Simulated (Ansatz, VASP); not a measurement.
## One calculation of Zn, two programs

```
Zn
1.0
     2.59270    0.00000    0.00000
    -1.29635    2.24535    0.00000
     0.00000    0.00000    4.89472
Zn
2
Cartesian
  0.0000 1.4969 1.2237
  1.2964 0.7484 3.6710
```

Alike in both runs: task single point; functional PBEsol; k mesh 24 × 24 × 12; occupations gaussian, width 0.1 eV; no spin polarisation.

|  | VASP | Ansatz |
| --- | --- | --- |
| version | VASP 6.6.1 | Ansatz 0.2.0 |
| potentials or method | VASP PAW PBE potentials, release 64 (Zn), cutoff 520 eV | scalar-relativistic, plane waves, PAW |
| valence electrons in the cell | 24 | 24 |

```tsv
	VASP	Ansatz	Ansatz less VASP
gap on the k mesh at the Fermi level (eV)	none	none	-
pressure (GPa)	0.5	0.1	-0.47
traceless stress, the component that is largest in VASP (GPa)	-0.78	-0.57	+0.205
```

VASP's potentials were made for PBE, not for PBEsol. A gap of «none» marks a metal or a gap that the smearing closes. The functional is the same, so the differences come from potentials, cutoffs and numerics.
